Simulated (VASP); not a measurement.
# ZnCd2Te3 (P6/mmm) in VASP: relaxation of cell and atoms with PBE

Aim: the relaxation of cell and atoms of ZnCd2Te3 with PBE.

All numbers are computed with VASP 6.6.1; they aren't measurements. Logs are shortened: lines on timing, memory, paths and dates and some standing lists are left out, and cuts for length are marked.

**1. The cell of the first run**

Symmetry: P6/mmm, No. 191, hexagonal system. Conventional cell: a = 4.956 Å, b = 4.956 Å, c = 10.866 Å, α = 90.00°, β = 90.00°, γ = 120.00°. Within 3.5 Å of Zn (site symmetry 6/mmm) lie 2 Te at 2.66 Å and 6 Cd at 2.86 Å. Cd (site symmetry -6m2) has 3 Cd at 2.86 Å and 3 Zn at 2.86 Å and 6 Te at 3.91 Å within 4.0 Å. Within 3.5 Å of Te (site symmetry 6mm) lie 1 Zn at 2.66 Å and 1 Te at 2.77 Å. Te (site symmetry 6/mmm) has 2 Te at 2.77 Å within 3.7 Å.

The cell was generated, and may not be a known phase.

**2. Relaxation of cell and atoms, PBE**

Contents of INCAR:

```
PREC = Accurate
ENCUT = 600
EDIFF = 1E-7
ISMEAR = 0
SIGMA = 0.1
LREAL = F
LASPH = T
NELM = 100
ALGO = Fast
ISIF = 3
LWAVE = F
LCHARG = F
GGA = PE
IBRION = 2
NSW = 100
EDIFFG = -0.01
```

Contents of KPOINTS:

```
Automatic mesh
0
Gamma
  12 12 4
```

Contents of POSCAR:

```
ZnCd2Te3
1.0
    4.9556160963      0.0000000000      0.0000000000
   -2.4778080482      4.2916894308      0.0000000000
    0.0000000000      0.0000000000     10.8657311977
Zn Cd Te
1 2 3
Direct
    0.0000000000      0.0000000000      0.0000000000
    0.3333333333      0.6666666667      0.0000000000
    0.6666666667      0.3333333333      0.0000000000
    0.0000000000      0.0000000000      0.2446105182
    0.0000000000      0.0000000000      0.7553894818
    0.0000000000      0.0000000000      0.5000000000
```

Potentials or basis: VASP PAW PBE potentials, release 64 (Zn, Cd, Te).

The run is started by

```sh
cat potpaw_PBE.64/Zn/POTCAR potpaw_PBE.64/Cd/POTCAR potpaw_PBE.64/Te/POTCAR > POTCAR
mpirun -np 1 vasp_std > vasp.out
```

OUTCAR:

```text
PREC = Accurate
   ENCUT = 600
   EDIFF = 1E-7
   ISMEAR = 0
   LREAL = F
   LASPH = T
   NELM = 100
   ISIF = 3
   GGA = PE
   IBRION = 2
   NSW = 100
   EDIFFG = -0.01

 ion  position               nearest neighbor table
   1  0.000  0.000  0.000-   4 2.66   5 2.66   2 2.86   3 2.86   3 2.86   2 2.86   3 2.86   2 2.86

   2  0.333  0.667  0.000-   3 2.86   3 2.86   1 2.86   1 2.86   1 2.86   3 2.86
   3  0.667  0.333  0.000-   2 2.86   2 2.86   1 2.86   1 2.86   1 2.86   2 2.86
   4  0.000  0.000  0.245-   1 2.66   6 2.77
   5  0.000  0.000  0.755-   1 2.66   6 2.77
   6  0.000  0.000  0.500-   4 2.77   5 2.77

  LATTYP: Found a hexagonal cell.
 ALAT       =     4.9556160963
 C/A-ratio  =     2.1926095538

  Lattice vectors:

 A1 = (   4.9556160963,   0.0000000000,   0.0000000000)
 A2 = (  -2.4778080482,   4.2916894308,   0.0000000000)
 A3 = (   0.0000000000,   0.0000000000,  10.8657311977)

Analysis of symmetry for initial positions (statically):
=====================================================================
 Subroutine PRICEL returns:
 Original cell was already a primitive cell.

 Routine SETGRP: Setting up the symmetry group for a
 hexagonal supercell.

 Subroutine GETGRP returns: Found 24 space group operations
 (whereof 24 operations were pure point group operations)
 out of a pool of 24 trial point group operations.

The static configuration has the point symmetry D_6h.

Analysis of symmetry for dynamics (positions and initial velocities):
=====================================================================
 Subroutine PRICEL returns:
 Original cell was already a primitive cell.

 Routine SETGRP: Setting up the symmetry group for a
 hexagonal supercell.

 Subroutine GETGRP returns: Found 24 space group operations
 (whereof 24 operations were pure point group operations)
 out of a pool of 24 trial point group operations.

The dynamic configuration has the point symmetry D_6h.

 Subroutine INISYM returns: Found 24 space group operations
 (whereof 24 operations are pure point group operations),
 and found     1 'primitive' translations

----------------------------------------------------------------------------------------

                                     Primitive cell

  volume of cell :     231.0920

  direct lattice vectors                    reciprocal lattice vectors
[... 97 lines left out ...]
   EDIFFG = -.1E-01   stopping-criterion for IOM
   NSW    =    100    number of steps for IOM
   IBRION =      2    ionic relax: 0-MD 1-quasi-New 2-CG
   NFREE  =      1    steps in history (QN), initial steepest desc. (CG)
   ISIF   =      3    stress and relaxation
   ISYM   =      2    0-nonsym 1-usesym 2-fastsym
   POTIM  = 0.5000    time-step for ionic-motion
   TEBEG  =    0.0;   TEEND  =   0.0 temperature during run
   PSTRESS=    0.0 pullay stress
   NELECT =      54.0000    total number of electrons
   NUPDOWN=      -1.0000    fix difference up-down
   EMIN   =  10.00;   EMAX   =-10.00  energy-range for DOS
   EFERMI =   0.00;   METHOD = LEGACY
   ISMEAR =     0;   SIGMA  =   0.10  broadening in eV -4-tet -1-fermi 0-gaus
   EFERMI_NEDOS =   21; number of points for ismear=-14 and -15
   IALGO  =     68    algorithm
   IMIX   =      4    mixing-type and parameters
     AMIX     =   0.40;   BMIX     =  1.00
     AMIX_MAG =   1.60;   BMIX_MAG =  1.00
  volume/ion in A,a.u.               =      38.52       259.91
  Fermi-wavevector in a.u.,A,eV,Ry     =   1.008350  1.905504 13.833980  1.016769
  Thomas-Fermi vector in A             =   2.141211
   LORBIT       =      0    0 simple, 1 ext, 2 COOP (PROOUT), +10 PAW based schemes
   GGA     = PE    functional components
   LHFCALC =     F    Hartree Fock is set to
   AEXX    =    0.0000 exact exchange contribution
   IVDW    =     0    specifies the selected vdW correction
   LEPSILON=     F    determine dielectric tensor
   LRPA    =     F    only Hartree local field effects (RPA)
 conjugate gradient relaxation of ions
 non-spin polarized calculation
 RMM-DIIS sequential band-by-band and
 Gauss-broadening in eV      SIGMA  =   0.10
  energy-cutoff  :      600.00
  volume of cell :      231.09
 maximum number of plane-waves:      7758
 NGX is ok and might be reduce to    40
   NGX = 19   NGY = 19   NGZ = 43

--------------------------------------- Ionic step        1  -------------------------------------------

 number of electron      53.9999976 magnetization

 Free energy of the ion-electron system (eV)
  ---------------------------------------------------
  ext. energy  EPLUGINS =         0.00000000
  ---------------------------------------------------
  free energy    TOTEN  =       -10.32395964 eV

  energy without entropy =      -10.30104370  energy(sigma->0) =      -10.31250167

------------------------ aborting loop because EDIFF is reached ----------------------------------------

  FORCE on cell =-STRESS in cart. coord.  units (eV):
  Direction    XX          YY          ZZ          XY          YZ          ZX
  --------------------------------------------------------------------------------------
  -------------------------------------------------------------------------------------
  Total       -0.2156971     -0.2156971      1.7259869      0.0000000     -0.0000000      0.0000000
  in kB       -1.4954433     -1.4954433     11.9663908      0.0000000     -0.0000000      0.0000000
  external PRESSURE =       2.9918347 kB  Pullay stress =       0.0000000 kB
[... 227 lines left out ...]
--------------------------------------- Ionic step        7  -------------------------------------------

 number of electron      53.9999980 magnetization

 Free energy of the ion-electron system (eV)
  ---------------------------------------------------
  ext. energy  EPLUGINS =         0.00000000
  ---------------------------------------------------
  free energy    TOTEN  =       -10.33552794 eV

  energy without entropy =      -10.31416577  energy(sigma->0) =      -10.32484685

 E-fermi :   1.4717     XC(G=0):  -7.9114

 val. band max:        1.4627902894   @ k =   0.2500   0.0000   0.0000
 cond. band min:       1.4738601671   @ k =   0.4167   0.0833   0.0000
 fundamental gap:      0.0110698777
 Fermi energy:         1.4716837948

 k-point     1 :       0.0000    0.0000    0.0000
  band No.  band energies     occupation
      1     -10.2783      2.00000
      2      -9.2287      2.00000
      3      -8.3053      2.00000
      4      -7.8697      2.00000
      5      -7.5482      2.00000
      6      -7.5482      2.00000
[... 829 lines left out ...]
     31       4.3717      0.00000
     32       5.3223      0.00000

 [... further k-points ...]
[... 5 lines left out ...]
  --------------------------------------------------------------------------------------
  -------------------------------------------------------------------------------------
  Total        0.0004035      0.0004035      0.0489801     -0.0000000      0.0000000      0.0000000
  in kB        0.0028049      0.0028049      0.3405102     -0.0000000      0.0000000      0.0000000
  external PRESSURE =       0.1153733 kB  Pullay stress =       0.0000000 kB
[... 21 lines left out ...]
  FREE ENERGIE OF THE ION-ELECTRON SYSTEM (eV)
  ---------------------------------------------------
  free  energy   TOTEN  =       -10.3355279369 eV

  energy  without entropy=      -10.3141657681  energy(sigma->0) =      -10.32484685

 reached required accuracy - stopping structural energy minimisation
```

OSZICAR:

```text
N       E                     dE             d eps       ncg     rms          rms(c)
DAV:   1     0.385759795260E+03    0.38576E+03   -0.25372E+04  3648   0.169E+03
DAV:   2     0.177482245874E+02   -0.36801E+03   -0.36097E+03  3952   0.372E+02
DAV:   3    -0.105073458014E+02   -0.28256E+02   -0.27890E+02  4328   0.105E+02
DAV:   4    -0.111634061215E+02   -0.65606E+00   -0.65217E+00  4336   0.142E+01
[... 79 lines left out ...]
RMM:   3    -0.103355360587E+02    0.15443E-04   -0.75038E-05  3668   0.565E-02    0.237E-02
RMM:   4    -0.103355309155E+02    0.51432E-05   -0.15246E-05  3677   0.238E-02    0.130E-02
RMM:   5    -0.103355284361E+02    0.24794E-05   -0.47972E-06  3663   0.153E-02    0.520E-03
RMM:   6    -0.103355280275E+02    0.40862E-06   -0.12190E-06  3540   0.588E-03    0.312E-03
RMM:   7    -0.103355279369E+02    0.90612E-07   -0.23689E-07  2284   0.328E-03
   7 F= -.10335528E+02 E0= -.10324847E+02  d E =-.173474E-03
```

It took 74 min on 1 thread of Oxide Virtual Turin-like, shared host; peak memory 0.74 GiB.

What came out:

```
Free energy                           : -10.3355 eV
Relaxed volume                        : 38.41 Å³/atom
Relaxed cell                          : a = 4.920 Å, b = 4.920 Å, c = 10.994 Å, α = 90.00°, β = 90.00°, γ = 120.00°
Space group after relaxing (to 0.1 Å) : P6/mmm (No. 191)
Energy gained by relaxing             : 1.9 meV/atom
Ionic steps                           : 7
Pressure after relaxing               : 0.0 GPa
Largest force after relaxing          : 0.005 eV/Å
Band gap on the k mesh                : zero (bands 27 and 28 overlap by 1.08 eV)
```

Forces in eV/Å, atoms in the order of the input:
```
Zn   0.000  0.000  0.000
Cd   0.000  0.000  0.000
Cd   0.000  0.000  0.000
Te   0.000  0.000 -0.005
Te   0.000  0.000  0.005
Te   0.000  0.000  0.000
```

The path:
```csv
step,energy change (eV),largest force (eV/Å),pressure (GPa),volume (Å³)
1,0.0000,0.0325,0.30,231.09
2,-0.0076,0.1066,-0.30,233.49
3,-0.0088,0.0715,-0.15,232.83
4,-0.0104,0.0586,-0.09,231.85
5,-0.0114,0.0363,0.02,230.21
6,-0.0115,0.0148,0.02,230.34
7,-0.0116,0.0046,0.01,230.46
```

Final structure:
```xyz
6
Lattice="4.9199 0.0000 0.0000 -2.4600 4.2608 0.0000 0.0000 0.0000 10.9940" Properties=species:S:1:pos:R:3 pbc="T T T"
Zn    0.0000    0.0000    0.0000
Cd    0.0000    2.8405    0.0000
Cd    2.4600    1.4203    0.0000
Te    4.9199    0.0000    2.7013
Te    0.0000    0.0000    8.2927
Te    0.0000    0.0000    5.4970
```

Levels at points of the mesh, in eV from the Fermi level:
```tsv
k point	band 23	band 24	band 25	band 26	band 27	band 28	band 29	band 30	band 31	band 32
(0.00, 0.00, 0.00)	-0.59	-0.59	-0.51	0.19	0.19	0.93	2.39	2.39	2.61	2.96
(0.50, 0.00, 0.00)	-2.05	-2.03	-0.85	-0.84	-0.26	-0.03	1.06	2.08	2.18	3.02
(0.00, 0.00, 0.50)	-1.41	-0.86	-0.86	0.49	0.49	1.15	2.14	2.39	2.39	2.76
(0.50, 0.00, 0.50)	-1.80	-1.66	-1.54	-1.07	-0.84	0.25	0.45	0.71	3.38	3.58
```

Caveat: spin-orbit coupling is left out, which moves the levels of the heavy elements.
